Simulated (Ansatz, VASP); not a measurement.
One calculation of BeTe, two programs

Contents of INCAR:

```
SYSTEM = BeTe
PREC = Accurate
ENCUT = 600
EDIFF = 1E-7
ISMEAR = 0
SIGMA = 0.02
LREAL = .False.
LASPH = .True.
NELM = 120
ALGO = Normal
ISIF = 3
LWAVE = .False.
LCHARG = .False.
GGA = PS
IBRION = 2
NSW = 100
EDIFFG = -0.002
GGA_COMPAT = .False.
NELMIN = 4
```

File KPOINTS:

```
regular mesh
0
Gamma
  8 8 8
  0 0 0
```

POSCAR

```
BeTe
1.0
    0.0000000000      2.8150000000      2.8150000000
    2.8150000000      0.0000000000      2.8150000000
    2.8150000000      2.8150000000      0.0000000000
Be Te
1 1
Direct
    0.0000000000      0.0000000000      0.0000000000
    0.2500000000      0.2500000000      0.2500000000
```

Input for Ansatz:

```yaml
crystal:
  lattice:
    - [0.0, 2.815, 2.815]
    - [2.815, 0.0, 2.815]
    - [2.815, 2.815, 0.0]
  atoms:
    - { symbol: Be, position: [0.0, 0.0, 0.0] }
    - { symbol: Te, position: [0.25, 0.25, 0.25] }
basis:
  ecutwfc: 420
kpoints:
  mp_grid: { grid: [8, 8, 8] }
hamiltonian:
  xc: pbesol
  pseudopotentials: { kind: paw, azcp: { folder: soft_1 } }
scf:
  occupations: { method: gaussian, width: 0.02 }
output:
  forces: true
  stress: true
  eigenvalues: true
relax:
  adjacent_minimum: "off"
  f_tol: 0.002
  max_steps: 80
  cell: { stress_tol: 0.02 }
```

Alike in both runs: task relaxation of cell and atoms; functional PBEsol; k mesh 8 × 8 × 8; occupations gaussian, width 0.02 eV; no spin polarisation.

|  | VASP | Ansatz |
| --- | --- | --- |
| version | VASP 6.6.1 | Ansatz 0.2.0 |
| potentials or method | VASP PAW PBE potentials, release 64 (Be, Te), cutoff 600 eV | scalar-relativistic, plane waves, PAW |
| valence electrons in the cell | 8 | 18 |

Ansatz gave:

| Property | Result |
| --- | --- |
| gap on the k mesh at the Fermi level, each at its own relaxed structure (eV) | 1.84 |
| relaxed volume (Å³/atom) | 22.01 |
| relaxed cell length with the largest relative difference (Å) | 3.963 |

What did VASP give for the same quantities?

gap on the k mesh at the Fermi level, each at its own relaxed structure (eV): 1.83; relaxed volume (Å³/atom): 22.10; relaxed cell length with the largest relative difference (Å): 3.969.

VASP's potentials were made for PBE, not for PBEsol, and Ansatz warns of the same on its side. VASP's potentials hold 8 valence electrons a cell and Ansatz's 18, so a difference there can come from the potentials and not from the codes.

Spin-orbit coupling is off throughout.
